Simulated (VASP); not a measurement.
Runs of VASP 6.6.1 on HfN. The structure is that of space group P6_3/mmc (No. 194), or close to it. The cells are those of the table. 

```csv
task,cell,k mesh,cutoff (eV),gap on the mesh (eV),pressure (GPa)
single point,"a = 3.019, b = 3.019, c = 5.537 Å, angles 90.0, 90.0, 120.0°, 4 atoms",18 × 18 × 10,520,none,(a)
single point,"a = 3.270, b = 3.270, c = 5.351 Å, angles 90.0, 90.0, 120.0°, 4 atoms",18 × 18 × 10,520,none,-17.9
single point,"a = 3.019, b = 3.019, c = 5.555 Å, angles 90.0, 90.0, 120.0°, 4 atoms",18 × 18 × 10,520,none,15.4
single point,"a = 3.207, b = 3.207, c = 5.360 Å, angles 90.0, 90.0, 120.0°, 4 atoms",18 × 18 × 10,520,none,(b)
single point,"a = 3.207, b = 3.207, c = 5.383 Å, angles 90.0, 90.0, 120.0°, 4 atoms",18 × 18 × 10,520,none,-10.7
single point,"a = 3.081, b = 3.081, c = 5.490 Å, angles 90.0, 90.0, 120.0°, 4 atoms",18 × 18 × 10,520,none,5.7
single point,"a = 3.270, b = 3.270, c = 5.295 Å, angles 90.0, 90.0, 120.0°, 4 atoms",18 × 18 × 10,520,none,-15.6
single point,"a = 3.144, b = 3.144, c = 5.425 Å, angles 90.0, 90.0, 120.0°, 4 atoms",18 × 18 × 10,520,none,-2.6
single point,"a = 3.134, b = 3.134, c = 5.417 Å, angles 90.0, 90.0, 120.0°, 4 atoms",6 × 6 × 4,520,none,-0.2
relaxation of cell and atoms,"relaxed to 10 GPa from a = 3.109, b = 3.109, c = 5.364 Å, angles 90.0, 90.0, 120.0°, 4 atoms",18 × 18 × 8,600,none,10.0
single point,"a = 3.081, b = 3.081, c = 5.478 Å, angles 90.0, 90.0, 120.0°, 4 atoms",18 × 18 × 10,520,none,6.4
```

Alike in all rows: level r2SCAN; potentials or basis VASP PAW PBE potentials, release 64 (Hf_pv, N); no spin polarisation; smearing gaussian 0.1 eV.

**Question.** Estimate the missing entries.

**Answer.** (a) 16.5; (b) -9.7.

Caveats: some runs use coarse meshes; the PAW data sets were made with another functional, which shifts forces and pressure a little; spin-orbit coupling is left out, which moves the levels of the heavy elements; the cell is relaxed towards a set pressure, so the enthalpy falls and the energy may rise (some runs).

A k mesh can miss the band edges, and the runs leave out spin-orbit coupling on Hf.

A gap of «none» marks levels without a gap at the run's occupations.
